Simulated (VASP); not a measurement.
# KBr (Immm) in VASP: further runs

The runs below take KBr through single point, with PBEsol.

Program: VASP 6.6.1. These are calculated values, not measurements. Logs are shortened: lines on timing, memory, paths and dates and some standing lists are left out, and cuts for length are marked.

## Step 1: The cell of the first run

It takes space group Immm (No. 71, orthorhombic). Conventional cell: a = 4.540 Å, b = 4.773 Å, c = 6.585 Å, α = 90.00°, β = 90.00°, γ = 90.00°. K (site symmetry mmm) has 6 Br at 3.29 Å within 4.3 Å. Within 4.3 Å of Br (site symmetry mmm) lie 6 K at 3.29 Å.

## Step 2: Single point, PBEsol (strain -0.0500 x Voigt [0, 0, 0, 1, 0, 0])

Contents of INCAR:

```
SYSTEM = KBr
PREC     = Accurate       ! precision mode
ENCUT    = 520            ! plane-wave cutoff, eV
EDIFF    = 1E-7           ! SCF threshold, eV
ISMEAR   = 0              ! smearing method
SIGMA    = 0.05           ! smearing width, eV
LREAL    = .FALSE.        ! projectors in reciprocal space
LASPH    = .TRUE.         ! aspherical terms in the spheres
NELM     = 60             ! most SCF steps
ALGO     = Normal         ! electronic algorithm
ISIF     = 2              ! what is computed and relaxed
LWAVE    = .FALSE.        ! write WAVECAR
LCHARG   = .TRUE.         ! write CHGCAR
GGA      = PS             ! functional
LELF     = .TRUE.         ! ELF
LVHAR    = .TRUE.       
NBANDS   = 15             ! bands
```

Contents of KPOINTS:

```
Automatic mesh
0
G
  6 6 6
  0 0 0
```

Contents of POSCAR:

```
KBr
1.0
    0.0000000000      3.2101875000      3.2101875000
    3.2925000000     -0.0823125000      3.2925000000
    3.2925000000      3.2925000000     -0.0823125000
K Br
1 1
Direct
    0.0000000000      0.0000000000      0.0000000000
    0.5000000000      0.5000000000      0.5000000000
```

Potentials or basis: VASP PAW PBE potentials, release 64 (K_sv, Br).

Started as:

```bash
$ cat potpaw_PBE.64/K_sv/POTCAR potpaw_PBE.64/Br/POTCAR > POTCAR
$ mpirun -np 1 vasp_std > vasp.out
```

OUTCAR:

```text
SYSTEM = KBr
   PREC = Accurate
   ENCUT = 520
   EDIFF = 1E-7
   ISMEAR = 0
   LREAL = .FALSE.
   LASPH = .TRUE.
   NELM = 60
   ISIF = 2
   GGA = PS

 ion  position               nearest neighbor table
   1  0.000  0.000  0.000-   2 3.29   2 3.29   2 3.29   2 3.29   2 3.29   2 3.29
   2  0.500  0.500  0.500-   1 3.29   1 3.29   1 3.29   1 3.29   1 3.29   1 3.29

  LATTYP: Found a body centered orthorhombic cell.
 ALAT       =     4.5398907003
 B/A-ratio  =     1.0512820513
 C/A-ratio  =     1.4504754486

  Lattice vectors:

 A1 = (  -3.2925000000,   0.0823125000,  -3.2925000000)
 A2 = (  -3.2925000000,  -0.0823125000,   3.2925000000)
 A3 = (   3.2925000000,   3.2925000000,  -0.0823125000)

Analysis of symmetry for initial positions (statically):
=====================================================================
 Subroutine PRICEL returns:
 Original cell was already a primitive cell.

 Routine SETGRP: Setting up the symmetry group for a
 body centered orthorhombic supercell.

 Subroutine GETGRP returns: Found  8 space group operations
 (whereof  8 operations were pure point group operations)
 out of a pool of  8 trial point group operations.

The static configuration has the point symmetry D_2h.

Analysis of symmetry for dynamics (positions and initial velocities):
=====================================================================
 Subroutine PRICEL returns:
 Original cell was already a primitive cell.

 Routine SETGRP: Setting up the symmetry group for a
 body centered orthorhombic supercell.

 Subroutine GETGRP returns: Found  8 space group operations
 (whereof  8 operations were pure point group operations)
 out of a pool of  8 trial point group operations.

The dynamic configuration has the point symmetry D_2h.

 Subroutine INISYM returns: Found  8 space group operations
 (whereof  8 operations are pure point group operations),
 and found     1 'primitive' translations

----------------------------------------------------------------------------------------

                                     Primitive cell

  volume of cell :      71.3404

  direct lattice vectors                    reciprocal lattice vectors
     0.000000000  3.210187500  3.210187500    -0.151860289  0.155754142  0.155754142
     3.292500000 -0.082312500  3.292500000     0.151860289 -0.148156379  0.148156379
     3.292500000  3.292500000 -0.082312500     0.151860289  0.148156379 -0.148156379

  length of vectors
     4.539890700  4.657025644  4.657025644     0.267544861  0.258770502  0.258770502

  position of ions in fractional coordinates (direct lattice)
     0.000000000  0.000000000  0.000000000
     0.500000000  0.500000000  0.500000000

  ion indices of the primitive-cell ions
   primitive index   ion index
                 1           1
                 2           2

----------------------------------------------------------------------------------------

 KPOINTS: Automatic mesh

Automatic generation of k-mesh.
 Grid dimensions read from file:
 generate k-points for:    6    6    6

 Generating k-lattice:

  Cartesian coordinates                     Fractional coordinates (reciprocal lattice)
    -0.025310048  0.025959024  0.025959024     0.166666667 -0.000000000 -0.000000000
     0.025310048 -0.024692730  0.024692730     0.000000000  0.166666667  0.000000000
     0.025310048  0.024692730 -0.024692730     0.000000000  0.000000000  0.166666667

  Length of vectors
     0.044590810  0.043128417  0.043128417

  Shift w.r.t. Gamma in fractional coordinates (k-lattice)
     0.000000000  0.000000000  0.000000000

 Subroutine IBZKPT returns following result:
 ===========================================

 Found     46 irreducible k-points:

 Following reciprocal coordinates:
            Coordinates               Weight
  0.000000  0.000000  0.000000      1.000000
  0.166667  0.000000  0.000000      4.000000
  0.333333 -0.000000 -0.000000      4.000000
  0.500000  0.000000 -0.000000      2.000000
  0.000000  0.166667 -0.000000      4.000000
  0.166667  0.166667  0.000000      4.000000
[... 16 lines left out ...]
  0.500000  0.166667  0.166667      4.000000
 -0.333333  0.166667  0.166667      4.000000
 [... further k-points ...]
   k-points           NKPTS =     46   k-points in BZ     NKDIM =     46   number of bands    NBANDS=     15
   number of dos      NEDOS =    301   number of ions     NIONS =      2
   total plane-waves  NPLWV =  46656
   dimension x,y,z NGX =    36 NGY =   36 NGZ =   36
   dimension x,y,z NGXF=    72 NGYF=   72 NGZF=   72
   ions per type =               1   1
   NGX,Y,Z   is equivalent  to a cutoff of  13.18, 12.85, 12.85 a.u.
   NGXF,Y,Z  is equivalent  to a cutoff of  26.37, 25.70, 25.70 a.u.
 SYSTEM =  KBr
   PREC   = accura    normal or accurate (medium, high low for compatibility)
   ISTART =      0    job   : 0-new  1-cont  2-samecut
   ICHARG =      2    charge: 1-file 2-atom 10-const
   ISPIN  =      1    spin polarized calculation?
   LNONCOLLINEAR =      F non collinear calculations
   LSORBIT =      F    spin-orbit coupling
   LASPH  =      T    aspherical Exc in radial PAW
   ENCUT  =  520.0 eV  38.22 Ry    6.18 a.u.   8.44  8.66  8.66*2*pi/ulx,y,z
   NELM   =     60;   NELMIN=  2; NELMDL= -5     # of ELM steps
   EDIFF  = 0.1E-06   stopping-criterion for ELM
   LREAL  =      F    real-space projection
   EDIFFG = 0.1E-05   stopping-criterion for IOM
   NSW    =      0    number of steps for IOM
   IBRION =     -1    ionic relax: 0-MD 1-quasi-New 2-CG
   NFREE  =      0    steps in history (QN), initial steepest desc. (CG)
   ISIF   =      2    stress and relaxation
   ISYM   =      2    0-nonsym 1-usesym 2-fastsym
   POTIM  = 0.5000    time-step for ionic-motion
   TEBEG  =    0.0;   TEEND  =   0.0 temperature during run
   PSTRESS=    0.0 pullay stress
   NELECT =      16.0000    total number of electrons
   NUPDOWN=      -1.0000    fix difference up-down
   EMIN   =  10.00;   EMAX   =-10.00  energy-range for DOS
   EFERMI =   0.00;   METHOD = LEGACY
   ISMEAR =     0;   SIGMA  =   0.05  broadening in eV -4-tet -1-fermi 0-gaus
   EFERMI_NEDOS =   21; number of points for ismear=-14 and -15
   IALGO  =     38    algorithm
   IMIX   =      4    mixing-type and parameters
     AMIX     =   0.40;   BMIX     =  1.00
     AMIX_MAG =   1.60;   BMIX_MAG =  1.00
  volume/ion in A,a.u.               =      35.67       240.71
  Fermi-wavevector in a.u.,A,eV,Ry     =   0.994648  1.879613 13.460587  0.989325
  Thomas-Fermi vector in A             =   2.126614
   LORBIT       =      0    0 simple, 1 ext, 2 COOP (PROOUT), +10 PAW based schemes
   GGA     = PS    functional components
   LHFCALC =     F    Hartree Fock is set to
   AEXX    =    0.0000 exact exchange contribution
   IVDW    =     0    specifies the selected vdW correction
   LEPSILON=     F    determine dielectric tensor
   LRPA    =     F    only Hartree local field effects (RPA)
 non-spin polarized calculation
 Gauss-broadening in eV      SIGMA  =   0.05
  energy-cutoff  :      520.00
  volume of cell :       71.34
 maximum number of plane-waves:      1945
 NGX is ok and might be reduce to    36
   NGX = 17   NGY = 17   NGZ = 17

 number of electron      16.0000001 magnetization

 Free energy of the ion-electron system (eV)
  ---------------------------------------------------
  ext. energy  EPLUGINS =         0.00000000
  ---------------------------------------------------
  free energy    TOTEN  =        -6.45670187 eV

  energy without entropy =       -6.45670187  energy(sigma->0) =       -6.45670187

 E-fermi :  -1.4451     XC(G=0):  -7.5774

 val. band max:       -1.7336924351   @ k =   0.0000   0.0000   0.0000
 cond. band min:       2.4959912106   @ k =   0.0000   0.0000   0.0000
 fundamental gap:      4.2296836457
 Fermi energy:        -1.4450866121

 k-point     1 :       0.0000    0.0000    0.0000
  band No.  band energies     occupation
      1     -29.3984      2.00000
      2     -14.1095      2.00000
      3     -12.9429      2.00000
      4     -12.9413      2.00000
      5     -12.9395      2.00000
      6      -1.8460      2.00000
      7      -1.7965      2.00000
      8      -1.7337      2.00000
      9       2.4960      0.00000
     10       5.5333      0.00000
     11       5.7385      0.00000
     12       5.9417      0.00000
     13       6.5776      0.00000
     14       6.5922      0.00000
     15       9.6174      0.00000

 k-point     2 :       0.1667    0.0000    0.0000
  band No.  band energies     occupation
      1     -29.3967      2.00000
      2     -14.1520      2.00000
      3     -12.9445      2.00000
      4     -12.9406      2.00000
      5     -12.8819      2.00000
      6      -2.1502      2.00000
      7      -1.9435      2.00000
      8      -1.8741      2.00000
      9       3.1795      0.00000
     10       5.6555      0.00000
     11       5.8758      0.00000
     12       6.1483      0.00000
     13       6.9400      0.00000
     14       6.9578      0.00000
     15      10.6525      0.00000

 k-point     3 :       0.3333   -0.0000   -0.0000
  band No.  band energies     occupation
      1     -29.3934      2.00000
      2     -14.2268      2.00000
      3     -12.9495      2.00000
      4     -12.9428      2.00000
      5     -12.7705      2.00000
      6      -2.7575      2.00000
      7      -2.1259      2.00000
      8      -2.0595      2.00000
      9       4.2845      0.00000
     10       5.8893      0.00000
     11       6.7867      0.00000
     12       7.0520      0.00000
     13       7.8038      0.00000
     14       7.9106      0.00000
     15       9.7477      0.00000

 k-point     4 :       0.5000    0.0000   -0.0000
  band No.  band energies     occupation
      1     -29.3917      2.00000
      2     -14.2604      2.00000
      3     -12.9520      2.00000
      4     -12.9439      2.00000
      5     -12.7182      2.00000
      6      -3.0104      2.00000
      7      -2.2117      2.00000
      8      -2.1457      2.00000
      9       4.6519      0.00000
     10       6.4186      0.00000
     11       7.8708      0.00000
     12       7.9922      0.00000
     13       8.1374      0.00000
     14       8.2594      0.00000
     15       9.1988      0.00000
[... 307 lines left out ...]
 k-point    22 :       0.3333    0.1667    0.1667
  band No.  band energies     occupation
      1     -29.3944      2.00000
      2     -14.1822      2.00000
      3     -12.9605      2.00000
      4     -12.9378      2.00000
      5     -12.8289      2.00000
      6      -2.5245      2.00000
      7      -2.0773      2.00000
      8      -1.9823      2.00000
      9       4.0064      0.00000
     10       5.3656      0.00000
     11       6.2033      0.00000
     12       6.8874      0.00000
     13       7.4178      0.00000
     14       7.6746      0.00000
     15      10.2256      0.00000

 k-point    23 :       0.5000    0.1667    0.1667
  band No.  band energies     occupation
      1     -29.3917      2.00000
      2     -14.2081      2.00000
      3     -12.9727      2.00000
      4     -12.9441      2.00000
      5     -12.7789      2.00000
      6      -2.8267      2.00000
      7      -2.2021      2.00000
      8      -2.1767      2.00000
      9       4.8638      0.00000
     10       5.8174      0.00000
     11       7.1117      0.00000
     12       7.1893      0.00000
     13       8.0332      0.00000
     14       8.6428      0.00000
     15       9.3400      0.00000

 k-point    24 :      -0.3333    0.1667    0.1667
  band No.  band energies     occupation
      1     -29.3914      2.00000
      2     -14.2064      2.00000
      3     -12.9685      2.00000
      4     -12.9532      2.00000
      5     -12.7798      2.00000
      6      -2.8395      2.00000
      7      -2.2255      2.00000
      8      -2.1997      2.00000
      9       4.8277      0.00000
     10       6.0378      0.00000
     11       7.4663      0.00000
     12       7.7973      0.00000
     13       7.9737      0.00000
     14       8.1197      0.00000
     15       9.2129      0.00000

 [... further k-points ...]

------------------------ aborting loop because EDIFF is reached ----------------------------------------

  FORCE on cell =-STRESS in cart. coord.  units (eV):
  Direction    XX          YY          ZZ          XY          YZ          ZX
  --------------------------------------------------------------------------------------
  -------------------------------------------------------------------------------------
  Total       -0.0885253     -0.0817327     -0.0817327      0.0000000      0.1135538      0.0000000
  in kB       -1.9881191     -1.8355683     -1.8355683      0.0000000      2.5502127      0.0000000
  external PRESSURE =      -1.8864186 kB  Pullay stress =       0.0000000 kB

 VOLUME and BASIS-vectors are now :
 -----------------------------------------------------------------------------
  energy-cutoff  :      520.00
  volume of cell :       71.34
      direct lattice vectors                 reciprocal lattice vectors
     0.000000000  3.210187500  3.210187500    -0.151860289  0.155754142  0.155754142
     3.292500000 -0.082312500  3.292500000     0.151860289 -0.148156379  0.148156379
     3.292500000  3.292500000 -0.082312500     0.151860289  0.148156379 -0.148156379

 POSITION                                       TOTAL-FORCE (eV/Angst)
 -----------------------------------------------------------------------------------
      0.00000      0.00000      0.00000         0.000000     -0.000000      0.000000
      3.29250      3.21019      3.21019         0.000000      0.000000     -0.000000
 -----------------------------------------------------------------------------------
    total drift:                                0.000000      0.000000      0.000000

  FREE ENERGIE OF THE ION-ELECTRON SYSTEM (eV)
  ---------------------------------------------------
  free  energy   TOTEN  =        -6.4567018730 eV

  energy  without entropy=       -6.4567018730  energy(sigma->0) =       -6.45670187
```

Wall time 35 s (1 thread of Intel Xeon 6975P-C, shared host); peak memory 0.23 GiB.

Results:

```
Free energy            : -6.4567 eV
Pressure               : -0.2 GPa
Band gap on the k mesh : 4.23 eV, direct
```

Levels at points of the mesh, in eV from the valence-band top:
```tsv
k point	band 6	band 7	band 8	band 9	band 10	band 11
(0.00, 0.00, 0.00)	-0.11	-0.06	0.00	4.23	7.27	7.47
(0.50, 0.00, 0.00)	-1.28	-0.48	-0.41	6.39	8.15	9.60
(0.00, 0.50, 0.00)	-1.29	-0.40	-0.32	6.40	8.00	9.51
(0.50, 0.50, 0.00)	-0.90	-0.36	-0.35	5.67	7.04	9.26
(0.00, 0.50, 0.50)	-0.90	-0.43	-0.27	5.67	7.06	9.29
```

Caveat: the cell differs from its parent crystal (strain -0.0500 x Voigt [0, 0, 0, 1, 0, 0]); the PAW data sets were made with another functional, which shifts forces and pressure a little.

## Step 3: Single point, PBEsol (strain +0.0250 x Voigt [0, 0, 0, 1, 0, 0])

Contents of INCAR:

```
SYSTEM = KBr
  ALGO = Normal
  EDIFF = 1E-6
  ENCUT = 520
  GGA = PS
  ISIF = 2
  ISMEAR = 0
  LASPH = .True.
  LCHARG = .True.
  LELF = .True.
  LREAL = .False.
  LVHAR = .True.
  LWAVE = .False.
  NBANDS = 15
  NELM = 100
  PREC = Accurate
  SIGMA = 0.05
```

Contents of KPOINTS:

```
k-points
0
Gamma
  6 6 6
  0 0 0
```

Contents of POSCAR:

```
KBr
1.0
    0.0000000000      3.3336562500      3.3336562500
    3.2925000000      0.0411562500      3.2925000000
    3.2925000000      3.2925000000      0.0411562500
K Br
1 1
Direct
    0.0000000000      0.0000000000      0.0000000000
    0.5000000000      0.5000000000      0.5000000000
```

Potentials or basis: VASP PAW PBE potentials, release 64 (K_sv, Br).

Started as:

```bash
$ cat potpaw_PBE.64/K_sv/POTCAR potpaw_PBE.64/Br/POTCAR > POTCAR
$ mpirun -np 1 vasp_std > vasp.out
```

Run time: 35 s. Hardware: 1 thread of Intel Xeon 6975P-C, shared host; peak memory 0.23 GiB.

The run converged. Its results:

```
Free energy            : -6.4588 eV
Pressure               : -0.2 GPa
Band gap on the k mesh : 4.26 eV, direct
```

Stress tensor (GPa, compression positive):
```
-0.19  0.00  0.00
 0.00 -0.18 -0.13
 0.00 -0.13 -0.18
```

Levels at points of the mesh, in eV from the valence-band top:
| k point | band 6 | band 7 | band 8 | band 9 | band 10 | band 11 |
| --- | --- | --- | --- | --- | --- | --- |
| (0.00, 0.00, 0.00) | -0.06 | -0.03 | 0.00 | 4.26 | 7.40 | 7.50 |
| (0.50, 0.00, 0.00) | -1.26 | -0.37 | -0.34 | 6.43 | 8.08 | 9.63 |
| (0.00, 0.50, 0.00) | -1.25 | -0.41 | -0.38 | 6.42 | 8.16 | 9.67 |
| (0.50, 0.50, 0.00) | -0.87 | -0.32 | -0.32 | 5.71 | 7.08 | 9.31 |
| (0.00, 0.50, 0.50) | -0.87 | -0.36 | -0.28 | 5.71 | 7.09 | 9.32 |

Caveat: the cell differs from its parent crystal (strain +0.0250 x Voigt [0, 0, 0, 1, 0, 0]); the PAW data sets were made with another functional, which shifts forces and pressure a little.

(Continued in part 2 of 2.)
